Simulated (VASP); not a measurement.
Input of a VASP 6.6.1 run:

Contents of INCAR:

```
SYSTEM = Si
PREC = Accurate ; ENCUT = 500
EDIFF = 1E-6 ; ISMEAR = 0
SIGMA = 0.1 ; LREAL = .FALSE.
LASPH = .TRUE. ; NELM = 120
ALGO = Normal ; ISIF = 2
LWAVE = .FALSE. ; LCHARG = .FALSE.
GGA = PE ; NBANDS = 16
GGA_COMPAT = .FALSE.
```

File KPOINTS:

```
regular mesh
0
G
  6 6 4
  0 0 0
```

The input POSCAR:

```
Si
1.0
    3.8676348683      0.0000000000      0.0000000000
    0.0000000000      3.8676348683      0.0000000000
    0.0000000000      0.0000000000      5.4696616703
Si
4
Direct
    0.0000000000      0.0000000000      0.0000000000
    0.0000000000      0.5000000000      0.2500000000
    0.5000000000      0.5000000000      0.5000000000
    0.5000000000      1.0000000000      0.7500000000
```

Potentials or basis: VASP PAW PBE potentials, release 64 (Si).

Run with:

```console
$ cat potpaw_PBE.64/Si/POTCAR > POTCAR
$ mpirun -np 1 vasp_std > vasp.out
```

Problem. Predict the pressure.

Solution. 0.0 GPa.

Problem. What does it give for the band gap on the k mesh?

Solution. 0.65 eV.

A k mesh can miss the band edges. As with any semilocal functional, this PBE gap is likely too small.
